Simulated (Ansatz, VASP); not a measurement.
# MgO: VASP beside Ansatz

POSCAR

```
MgO
1.0
    0.0000000000      2.0970013927      2.0970013927
    2.0970013927      0.0000000000      2.0970013927
    2.0970013927      2.0970013927      0.0000000000
Mg O
1 1
Direct
    0.0000000000      0.0000000000      0.0000000000
    0.5000000000      0.5000000000      0.5000000000
```

File INCAR.step1:

```
PREC     = Accurate       # precision mode
ENCUT    = 520            # plane-wave cutoff, eV
EDIFF    = 1E-5           # SCF threshold, eV
ISMEAR   = -1             # smearing method
SIGMA    = 0.05           # smearing width, eV
LREAL    = F              # projectors in reciprocal space
LASPH    = T              # aspherical terms in the spheres
NELM     = 60             # most SCF steps
ALGO     = Normal         # electronic algorithm
ISIF     = 2              # what is computed and relaxed
LWAVE    = T              # write WAVECAR
GGA      = PE             # functional
NBANDS   = 11             # bands
```

The input INCAR.step2:

```
PREC     = Accurate       # precision mode
ENCUT    = 520            # plane-wave cutoff, eV
EDIFF    = 1E-6           # SCF threshold, eV
ISMEAR   = -1             # smearing method
SIGMA    = 0.05           # smearing width, eV
LREAL    = F              # projectors in reciprocal space
LASPH    = T              # aspherical terms in the spheres
NELM     = 60             # most SCF steps
ALGO     = Normal         # electronic algorithm
ISIF     = 2              # what is computed and relaxed
LWAVE    = F              # write WAVECAR
LCHARG   = T              # write CHGCAR
GGA      = PE             # functional
LHFCALC  = T              # exact exchange
HFSCREEN = 0.2079         # screening, 1/A
PRECFOCK = Normal       
LELF     = T              # ELF
LVHAR    = T            
ISTART   = 1            
NBANDS   = 11             # bands
```

KPOINTS

```
regular mesh
0
Gamma
  8 8 8
```

The input input.yaml:

```yaml
crystal:
  lattice:
    - [0.0, 2.0970013927, 2.0970013927]
    - [2.0970013927, 0.0, 2.0970013927]
    - [2.0970013927, 2.0970013927, 0.0]
  atoms:
    - { symbol: Mg, position: [0.0, 0.0, 0.0] }
    - { symbol: O, position: [0.5, 0.5, 0.5] }
kpoints:
  mp_grid: { grid: [8, 8, 8] }
scf:
  occupations: { method: fermi_dirac, width: 0.05 }
hamiltonian:
  xc: hse06
  pseudopotentials: { kind: all_electron, datasets: crystal }
output:
  forces: true
  stress: true
```

Alike in both runs: task single point; functional HSE06; k mesh 8 × 8 × 8; occupations fermi-dirac, width 0.05 eV; no spin polarisation.

```csv
,VASP,Ansatz
version,VASP 6.6.1,Ansatz 0.2.0
potentials or method,"VASP PAW PBE potentials, release 64 (Mg, O), cutoff 520 eV",all-electron PAW datasets made for the crystal
```

Ansatz gave:

* gap on the k mesh at the Fermi level (eV): 6.61
* least direct gap on the mesh (eV): 6.61
* pressure (GPa): 0.9

Task: What did VASP give for the same quantities?

Result: gap on the k mesh at the Fermi level (eV): 6.58; least direct gap on the mesh (eV): 6.58; pressure (GPa): 0.6.

Ansatz ran all-electron here, and VASP with PAW potentials.
